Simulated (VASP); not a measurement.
# MgI2 in VASP: single point with PBE+D3(BJ)

Aim: the single point of MgI2 with PBE+D3(BJ).

Everything below comes from runs of VASP 6.6.1. Logs are shortened: lines on timing, memory, paths and dates and some standing lists are left out, and cuts for length are marked.

### 1 The cell of the first run

The cell holds a slab with vacuum, 6 atoms: a = 4.131 Å, b = 4.131 Å, c = 24.227 Å, α = 90.00°, β = 90.00°, γ = 120.00°.

### 2 Single point, PBE+D3(BJ) (layers slid over each other)

Contents of INCAR:

```
SYSTEM = MgI2
PREC = Accurate
ENCUT = 520
EDIFF = 1E-6
ISMEAR = 0
SIGMA = 0.05
LREAL = .FALSE.
LASPH = .TRUE.
NELM = 60
ALGO = Normal
ISIF = 2
LWAVE = .FALSE.
LCHARG = .FALSE.
LDIPOL = .TRUE.
IDIPOL = 3
DIPOL = 0.5 0.5 0.404
GGA = PE
IVDW = 12
NBANDS = 25
```

Contents of KPOINTS:

```
regular mesh
0
G
  9 9 1
  0 0 0
```

Contents of POSCAR:

```
MgI2
1.0
    4.1311066128      0.0000000000      0.0000000000
   -2.0655533064      3.5776432724      0.0000000000
    0.0000000000      0.0000000000     24.2265084657
I Mg
4 2
Direct
    0.3333333333      0.6666666667      0.1857469477
    0.6666666667      0.3333333333      0.3245723272
    0.7777777778      0.7777777778      0.4826636182
    1.1111111111      0.4444444444      0.6214889978
    0.0000000000      0.0000000000      0.2551596374
    0.4444444444      0.1111111111      0.5520763080
```

Potentials or basis: VASP PAW PBE potentials, release 64 (I, Mg).

The run is started by

```console
$ cat potpaw_PBE.64/I/POTCAR potpaw_PBE.64/Mg/POTCAR > POTCAR
$ mpirun -np 1 vasp_std > vasp.out
```

OUTCAR:

```text
SYSTEM = MgI2
   PREC = Accurate
   ENCUT = 520
   EDIFF = 1E-6
   ISMEAR = 0
   LREAL = .FALSE.
   LASPH = .TRUE.
   NELM = 60
   ISIF = 2
   GGA = PE
   IVDW = 12
 IVDW          = 12

 ion  position               nearest neighbor table
   1  0.333  0.667  0.186-   5 2.92   5 2.92   5 2.92
   2  0.667  0.333  0.325-   5 2.92   5 2.92   5 2.92
   3  0.778  0.778  0.483-   6 2.92   6 2.92   6 2.92
   4  0.111  0.444  0.621-   6 2.92   6 2.92   6 2.92
   5  0.000  0.000  0.255-   1 2.92   1 2.92   1 2.92   2 2.92   2 2.92   2 2.92
   6  0.444  0.111  0.552-   3 2.92   4 2.92   3 2.92   4 2.92   3 2.92   4 2.92

  LATTYP: Found a hexagonal cell.
 ALAT       =     4.1311066128
 C/A-ratio  =     5.8644113397

  Lattice vectors:

 A1 = (   4.1311066128,   0.0000000000,   0.0000000000)
 A2 = (  -2.0655533064,   3.5776432724,   0.0000000000)
 A3 = (   0.0000000000,   0.0000000000,  24.2265084657)

Analysis of symmetry for initial positions (statically):
=====================================================================
 Subroutine PRICEL returns:
 Original cell was already a primitive cell.

 Routine SETGRP: Setting up the symmetry group for a
 hexagonal supercell.

 Subroutine GETGRP returns: Found  2 space group operations
 (whereof  1 operations were pure point group operations)
 out of a pool of 24 trial point group operations.

The static configuration has the point symmetry C_1 .
 The point group associated with its full space group is S_2 .

Analysis of symmetry for dynamics (positions and initial velocities):
=====================================================================
 Subroutine PRICEL returns:
 Original cell was already a primitive cell.

 Routine SETGRP: Setting up the symmetry group for a
 hexagonal supercell.

 Subroutine GETGRP returns: Found  2 space group operations
 (whereof  1 operations were pure point group operations)
 out of a pool of 24 trial point group operations.

The dynamic configuration has the point symmetry C_1 .
 The point group associated with its full space group is S_2 .

 Subroutine INISYM returns: Found  2 space group operations
 (whereof  1 operations are pure point group operations),
 and found     1 'primitive' translations

----------------------------------------------------------------------------------------

                                     Primitive cell

  volume of cell :     358.0587

  direct lattice vectors                    reciprocal lattice vectors
     4.131106613  0.000000000  0.000000000     0.242065890  0.139756807  0.000000000
    -2.065553306  3.577643272  0.000000000     0.000000000  0.279513614  0.000000000
     0.000000000  0.000000000 24.226508466     0.000000000  0.000000000  0.041277099

  length of vectors
     4.131106613  4.131106613 24.226508466     0.279513614  0.279513614  0.041277099

  position of ions in fractional coordinates (direct lattice)
     0.333333333  0.666666667  0.185746948
     0.666666667  0.333333333  0.324572327
     0.777777778  0.777777778  0.482663618
     0.111111111  0.444444444  0.621488998
     0.000000000  0.000000000  0.255159637
     0.444444444  0.111111111  0.552076308

  ion indices of the primitive-cell ions
   primitive index   ion index
                 1           1
                 2           2
                 3           3
                 4           4
                 5           5
                 6           6

----------------------------------------------------------------------------------------

 KPOINTS: regular mesh

Automatic generation of k-mesh.
 Grid dimensions read from file:
 generate k-points for:    9    9    1

 Generating k-lattice:

  Cartesian coordinates                     Fractional coordinates (reciprocal lattice)
     0.026896210  0.015528534  0.000000000     0.111111111 -0.000000000  0.000000000
     0.000000000  0.031057068  0.000000000     0.000000000  0.111111111  0.000000000
     0.000000000  0.000000000  0.041277099     0.000000000  0.000000000  1.000000000

  Length of vectors
     0.031057068  0.031057068  0.041277099

  Shift w.r.t. Gamma in fractional coordinates (k-lattice)
     0.000000000  0.000000000  0.000000000

 Subroutine IBZKPT returns following result:
 ===========================================

 Found     41 irreducible k-points:

 Following reciprocal coordinates:
            Coordinates               Weight
  0.000000  0.000000  0.000000      1.000000
  0.111111  0.000000  0.000000      2.000000
  0.000000  0.111111  0.000000      2.000000
 -0.111111  0.111111  0.000000      2.000000
  0.222222  0.000000  0.000000      2.000000
  0.000000  0.222222  0.000000      2.000000
[... 16 lines left out ...]
  0.333333  0.111111  0.000000      2.000000
 -0.111111  0.444444  0.000000      2.000000
 [... further k-points ...]
   k-points           NKPTS =     41   k-points in BZ     NKDIM =     41   number of bands    NBANDS=     25
   number of dos      NEDOS =    301   number of ions     NIONS =      6
   total plane-waves  NPLWV = 184320
   dimension x,y,z NGX =    32 NGY =   32 NGZ =  180
   dimension x,y,z NGXF=    64 NGYF=   64 NGZF=  360
   ions per type =               4   2
   NGX,Y,Z   is equivalent  to a cutoff of  12.88, 12.88, 12.35 a.u.
   NGXF,Y,Z  is equivalent  to a cutoff of  25.76, 25.76, 24.70 a.u.
 SYSTEM =  MgI2
   PREC   = accura    normal or accurate (medium, high low for compatibility)
   ISTART =      0    job   : 0-new  1-cont  2-samecut
   ICHARG =      2    charge: 1-file 2-atom 10-const
   ISPIN  =      1    spin polarized calculation?
   LNONCOLLINEAR =      F non collinear calculations
   LSORBIT =      F    spin-orbit coupling
   LASPH  =      T    aspherical Exc in radial PAW
   ENCUT  =  520.0 eV  38.22 Ry    6.18 a.u.   7.68  7.68 45.05*2*pi/ulx,y,z
   NELM   =     60;   NELMIN=  2; NELMDL= -5     # of ELM steps
   EDIFF  = 0.1E-05   stopping-criterion for ELM
   LREAL  =      F    real-space projection
   EDIFFG = 0.1E-04   stopping-criterion for IOM
   NSW    =      0    number of steps for IOM
   IBRION =     -1    ionic relax: 0-MD 1-quasi-New 2-CG
   NFREE  =      0    steps in history (QN), initial steepest desc. (CG)
   ISIF   =      2    stress and relaxation
   ISYM   =      2    0-nonsym 1-usesym 2-fastsym
   POTIM  = 0.5000    time-step for ionic-motion
   TEBEG  =    0.0;   TEEND  =   0.0 temperature during run
   PSTRESS=    0.0 pullay stress
   NELECT =      32.0000    total number of electrons
   NUPDOWN=      -1.0000    fix difference up-down
   EMIN   =  10.00;   EMAX   =-10.00  energy-range for DOS
   EFERMI =   0.00;   METHOD = LEGACY
   ISMEAR =     0;   SIGMA  =   0.05  broadening in eV -4-tet -1-fermi 0-gaus
   EFERMI_NEDOS =   21; number of points for ismear=-14 and -15
   IALGO  =     38    algorithm
   IMIX   =      4    mixing-type and parameters
     AMIX     =   0.40;   BMIX     =  1.00
     AMIX_MAG =   1.60;   BMIX_MAG =  1.00
  volume/ion in A,a.u.               =      59.68       402.72
  Fermi-wavevector in a.u.,A,eV,Ry     =   0.731936  1.383159  7.289063  0.535731
  Thomas-Fermi vector in A             =   1.824276
   LORBIT       =      0    0 simple, 1 ext, 2 COOP (PROOUT), +10 PAW based schemes
   GGA     = PE    functional components
   LHFCALC =     F    Hartree Fock is set to
   AEXX    =    0.0000 exact exchange contribution
   IVDW    =    12    specifies the selected vdW correction
   LEPSILON=     F    determine dielectric tensor
   LRPA    =     F    only Hartree local field effects (RPA)
 non-spin polarized calculation
 Gauss-broadening in eV      SIGMA  =   0.05
  energy-cutoff  :      520.00
  volume of cell :      358.06
 maximum number of plane-waves:      9709
   NGX = 15   NGY = 15   NGZ = 91

 number of electron      32.0000001 magnetization

 dipolmoment           0.000000      0.000000     -0.000002 electrons x Angstroem

 Free energy of the ion-electron system (eV)
  ---------------------------------------------------
  ext. energy  EPLUGINS =         0.00000000
  ---------------------------------------------------
  free energy    TOTEN  =       -15.42595794 eV

  energy without entropy =      -15.42595794  energy(sigma->0) =      -15.42595794

 E-fermi :  -1.1840     XC(G=0):  -5.0931

 val. band max:       -1.4069397953   @ k =   0.0000   0.0000   0.0000
 cond. band min:       2.1314234152   @ k =  -0.4444   0.4444   0.0000
 fundamental gap:      3.5383632105
 Fermi energy:        -1.1840443127

 k-point     1 :       0.0000    0.0000    0.0000
  band No.  band energies     occupation
      1     -13.3867      2.00000
      2     -13.3359      2.00000
      3     -12.8668      2.00000
      4     -12.8040      2.00000
      5      -4.6912      2.00000
      6      -4.3616      2.00000
[... 17 lines left out ...]
     24       5.3170      0.00000
     25       5.3245      0.00000

 k-point     2 :       0.1111    0.0000    0.0000
  band No.  band energies     occupation
      1     -13.3231      2.00000
      2     -13.2727      2.00000
      3     -12.8257      2.00000
      4     -12.7645      2.00000
      5      -4.6222      2.00000
      6      -4.3135      2.00000
[... 17 lines left out ...]
     24       5.2936      0.00000
     25       5.5365      0.00000

 k-point     3 :       0.0000    0.1111    0.0000
  band No.  band energies     occupation
      1     -13.3225      2.00000
      2     -13.2731      2.00000
      3     -12.8251      2.00000
      4     -12.7652      2.00000
      5      -4.6173      2.00000
      6      -4.3194      2.00000
[... 552 lines left out ...]
 k-point    23 :       0.3333    0.1111    0.0000
  band No.  band energies     occupation
      1     -12.7883      2.00000
      2     -12.7437      2.00000
      3     -12.5568      2.00000
      4     -12.5127      2.00000
      5      -4.7517      2.00000
      6      -4.6951      2.00000
[... 17 lines left out ...]
     24       5.3521      0.00000
     25       5.6742      0.00000

 k-point    24 :      -0.1111    0.4444    0.0000
  band No.  band energies     occupation
      1     -12.7779      2.00000
      2     -12.7512      2.00000
      3     -12.5487      2.00000
      4     -12.5234      2.00000
      5      -4.7727      2.00000
      6      -4.6793      2.00000
[... 17 lines left out ...]
     24       5.4752      0.00000
     25       5.6688      0.00000

 [... further k-points ...]

------------------------ aborting loop because EDIFF is reached ----------------------------------------

 vacuum level on the upper side and lower side of the slab       (xc-potential included)        -0.140        -0.140

 Edisp (eV)   -1.59776

 E8    (eV) :    -0.7340

  FORCE on cell =-STRESS in cart. coord.  units (eV):
  Direction    XX          YY          ZZ          XY          YZ          ZX
  --------------------------------------------------------------------------------------
  -------------------------------------------------------------------------------------
  Total      -0.24829    -0.16371    -0.27512    -0.02269     0.11548    -0.01669
  in kB      -1.11102    -0.73254    -1.23108    -0.10152     0.51671    -0.07468
  external pressure =       -1.02 kB  Pullay stress =        0.00 kB

 VOLUME and BASIS-vectors are now :
 -----------------------------------------------------------------------------
  energy-cutoff  :      520.00
  volume of cell :      358.06
      direct lattice vectors                 reciprocal lattice vectors
     4.131106613  0.000000000  0.000000000     0.242065890  0.139756807  0.000000000
    -2.065553306  3.577643272  0.000000000     0.000000000  0.279513614  0.000000000
     0.000000000  0.000000000 24.226508466     0.000000000  0.000000000  0.041277099

 POSITION                                       TOTAL-FORCE (eV/Angst)
 -----------------------------------------------------------------------------------
     -0.00000      2.38510      4.50000        -0.000274     -0.001629      0.015357
      2.06555      1.19255      7.86325         0.007612     -0.026841      0.005307
      1.60654      2.78261     11.69325        -0.007612      0.026841     -0.005307
     -0.45901      1.59006     15.05651         0.000274      0.001629     -0.015357
      0.00000      0.00000      6.18163        -0.001309      0.000822      0.009817
      1.60654      0.39752     13.37488         0.001309     -0.000822     -0.009817
 -----------------------------------------------------------------------------------
    total drift:                               -0.000000      0.000000     -0.000058

  FREE ENERGIE OF THE ION-ELECTRON SYSTEM (eV)
  ---------------------------------------------------
  free  energy   TOTEN  =       -17.0237132128 eV

  energy  without entropy=      -17.0237132128  energy(sigma->0) =      -17.02371321

 vacuum level on the upper side and lower side of the slab         4.789         4.789
```

Run time: 14 min. Hardware: 1 thread of Oxide Virtual Turin-like, shared host; peak memory 0.61 GiB.

What came out:

| Item | Value |
| --- | --- |
| Free energy | -17.0237 eV |
| Largest force | 0.028 eV/Å |
| Band gap on the k mesh | 3.54 eV (least direct gap 3.92 eV) |
| Dispersion energy per atom | -0.266 eV |

Forces on the atoms (eV/Å):
```
I    0.000 -0.002  0.015
I    0.008 -0.027  0.005
I   -0.008  0.027 -0.005
I    0.000  0.002 -0.015
Mg  -0.001  0.001  0.010
Mg   0.001 -0.001 -0.010
```

Caveat: the cell differs from its parent crystal (layers slid over each other); spin-orbit coupling is left out, which moves the levels of the heavy elements.
